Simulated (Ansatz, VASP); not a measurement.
**Two plane-wave programs on SiC**

The input POSCAR:

```
SiC
1.0
    0.0000000000      1.8618552353      1.8618552353
    1.8618552353      0.0000000000      1.8618552353
    1.8618552353      1.8618552353      0.0000000000
Si C
1 1
Direct
    0.0000000000      0.0000000000      0.0000000000
    0.5000000000      0.5000000000      0.5000000000
```

Contents of INCAR.step1:

```
PREC     = Accurate       # precision mode
ENCUT    = 660            # plane-wave cutoff, eV
ISMEAR   = 0              # smearing method
SIGMA    = 0.1            # smearing width, eV
LREAL    = F              # projectors in reciprocal space
LASPH    = T              # aspherical terms in the spheres
NELM     = 120            # most SCF steps
NBANDS   = 11             # bands
GGA      = PE             # functional
ALGO     = Normal         # electronic algorithm
EDIFF    = 1E-5           # SCF threshold, eV
LWAVE    = T              # write WAVECAR
LCHARG   = F              # write CHGCAR
GGA_COMPAT= F
```

File INCAR.step2:

```
PREC     = Accurate       # precision mode
ENCUT    = 660            # plane-wave cutoff, eV
EDIFF    = 1E-6           # SCF threshold, eV
ISMEAR   = 0              # smearing method
SIGMA    = 0.1            # smearing width, eV
LREAL    = F              # projectors in reciprocal space
LASPH    = T              # aspherical terms in the spheres
NELM     = 120            # most SCF steps
ALGO     = Normal         # electronic algorithm
ISIF     = 2              # what is computed and relaxed
LWAVE    = F              # write WAVECAR
LCHARG   = T              # write CHGCAR
METAGGA  = R2SCAN         # meta-GGA
LMIXTAU  = T            
LELF     = T              # ELF
LVHAR    = T            
NBANDS   = 11             # bands
ISTART   = 1            
GGA_COMPAT= F
```

KPOINTS

```
regular mesh
0
Gamma
  8 8 8
```

Input for Ansatz:

```yaml
crystal:
  lattice:
    - [0.0, 1.8618552353, 1.8618552353]
    - [1.8618552353, 0.0, 1.8618552353]
    - [1.8618552353, 1.8618552353, 0.0]
  atoms:
    - { symbol: Si, position: [0.0, 0.0, 0.0] }
    - { symbol: C, position: [0.5, 0.5, 0.5] }
basis:
  ecutwfc: 500
kpoints:
  mp_grid: { grid: [8, 8, 8] }
hamiltonian:
  xc: r2scan
scf:
  occupations: { method: gaussian, width: 0.1 }
output:
  forces: true
  stress: true
  eigenvalues: true
```

Alike in both runs: task single point; functional r2SCAN; k mesh 8 × 8 × 8; occupations gaussian, width 0.1 eV; no spin polarisation.

|  | VASP | Ansatz |
| --- | --- | --- |
| version | VASP 6.6.1 | Ansatz 0.2.0 |
| potentials or method | VASP PAW PBE potentials, release 64 (Si, C), cutoff 660 eV | scalar-relativistic, plane waves, PAW |
| valence electrons in the cell | 8 | 8 |

```csv
,VASP,Ansatz,Ansatz less VASP
gap on the k mesh at the Fermi level (eV),1.33,1.33,-0.004
least direct gap on the mesh (eV),7.00,6.99,-0.010
```

VASP's potentials were made for PBE, not for r2SCAN.
